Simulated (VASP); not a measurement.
Wanted: the native input for a VASP 6.6.1 run.

```yaml
Task: single point
Functional: PBEsol
Potentials_or_basis: VASP PAW PBE potentials, release 64 (Mo_sv, Si)
Cutoff: 520 eV
k_mesh: 6 × 6 × 1
Occupations: gaussian, width 0.1 eV
Spin: no spin polarisation
Dipole_correction: yes
Further_INCAR_settings: ALGO = Normal; EDIFF = 1e-06; NBANDS = 53
```

The structure of SiMo6 lies in POSCAR:

```
SiMo6
1.0
    4.4256825773      0.0000000000      0.0000000000
   -2.2128412886      3.8327535410      0.0000000000
    0.0000000000      0.0000000000     19.7247696212
Mo Si
6 1
Direct
    0.6666666667      0.3333333333      0.2027907082
    0.3333333333      0.6666666666      0.2485904154
    0.0000000000      0.0000000000      0.2943901226
    0.6666666667      0.3333333333      0.3368101106
    0.3333333333      0.6666666666      0.3772266206
    0.0000000000      0.0000000000      0.4169767140
    0.8888888889      0.4444444444      0.4698915056
```

These files were run (other wordings do the same):

INCAR

```
ALGO = Normal ; DIPOL = 0.5 0.5 0.335
EDIFF = 1E-6 ; ENCUT = 520
GGA = PS ; IDIPOL = 3
ISIF = 2 ; ISMEAR = 0
LASPH = T ; LCHARG = F
LDIPOL = T ; LREAL = F
LWAVE = F ; NBANDS = 53
NELM = 100 ; PREC = Accurate
SIGMA = 0.1
```

KPOINTS

```
k-points
0
Gamma
  6 6 1
```

Potentials or basis: VASP PAW PBE potentials, release 64 (Mo_sv, Si).

Launch:

```sh
$ cat potpaw_PBE.64/Mo_sv/POTCAR potpaw_PBE.64/Si/POTCAR > POTCAR
$ mpirun -np 1 vasp_std > vasp.out
```

It gave:

```
Largest force          : 2.204 eV/Å
Band gap on the k mesh : zero (bands 44 and 45 overlap by 0.02 eV)
```

Caveat: the PAW data sets were made with another functional, which shifts forces and pressure a little.

It took 6 min on 1 thread of Intel(R) Xeon(R) 6975P-C (Granite Rapids) (shared host), peak memory 0.55 GiB.
